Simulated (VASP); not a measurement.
A run of VASP 6.6.1 is set up as follows.

INCAR

```
SYSTEM = Au
  PREC = Accurate
  ENCUT = 520
  EDIFF = 1E-6
  ISMEAR = -1
  SIGMA = 0.05
  LREAL = .FALSE.
  LASPH = .TRUE.
  NELM = 100
  ALGO = Normal
  ISIF = 2
  LWAVE = .FALSE.
  LCHARG = .FALSE.
  LDIPOL = .TRUE.
  IDIPOL = 3
  DIPOL = 0.5 0.5 0.500
  GGA = PE
  NBANDS = 30
```

File KPOINTS:

```
regular mesh
0
G
  13 13 1
  0 0 0
```

The input POSCAR:

```
Au
1.0
    2.9400990585      0.0000000000      0.0000000000
   -1.4700495293      2.5462004743      0.0000000000
    0.0000000000      0.0000000000     23.2017000000
Au
4
Direct
    0.0000000000      0.0000000000      0.3448014049
    0.3333333340      0.6666666660      0.4482671346
    0.6666666670      0.3333333330      0.5517328648
    0.0000000000      0.0000000000      0.6551985951
```

Potentials or basis: VASP PAW PBE potentials, release 64 (Au).

Run with:

```bash
$ cat potpaw_PBE.64/Au/POTCAR > POTCAR
$ mpirun -np 1 vasp_std > vasp.out
```

Question: Predict the band gap on the k mesh.

Answer: Zero (band 22 reaches 3.30 eV, above the bottom of band 23 at -1.44 eV).

Question: What does it give for the largest force?

Answer: 0.137 eV/Å.

Forces on the atoms (eV/Å):
```
Au   0.000  0.000 -0.047
Au   0.000  0.000  0.137
Au   0.000  0.000 -0.137
Au   0.000  0.000  0.047
```

Caveat: spin-orbit coupling is left out, which moves the levels of the heavy elements.
